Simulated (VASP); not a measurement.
Runs of VASP 6.6.1 on Be2C. Symmetry: Fm-3m, No. 225, cubic system. The conventional cell has a = 4.321 Å, b = 4.321 Å, c = 4.321 Å, α = 90.00°, β = 90.00°, γ = 90.00°. Within 2.5 Å of Be (site symmetry -43m) lie 4 C at 1.87 Å and 6 Be at 2.16 Å. C (site symmetry m-3m) has 8 Be at 1.87 Å within 2.5 Å. 

```tsv
level	k mesh	cutoff (eV)	grid for exact exchange (PRECFOCK)	share of exact exchange	screening parameter	gap on the mesh (eV)	pressure (GPa)
HSE06	8 × 8 × 8	520	Normal	0.25	0.2079 1/Å	1.90	(a)
PBE	8 × 8 × 8	600	-	-	-	1.16	1.3
r2SCAN	8 × 8 × 8	660	-	-	-	1.53	0.8
PBE	10 × 10 × 10	600	-	-	-	1.16	1.3
```

Alike in all rows: task single point; potentials or basis VASP PAW PBE potentials, release 64 (Be, C); no spin polarisation; cell as given; smearing gaussian 0.01 eV.

Task: Fill in the values left out.

Result: (a) -1.9.

Caveats: the PAW data sets were made with another functional, which shifts forces and pressure a little (at least some runs).

A k mesh can miss the band edges.
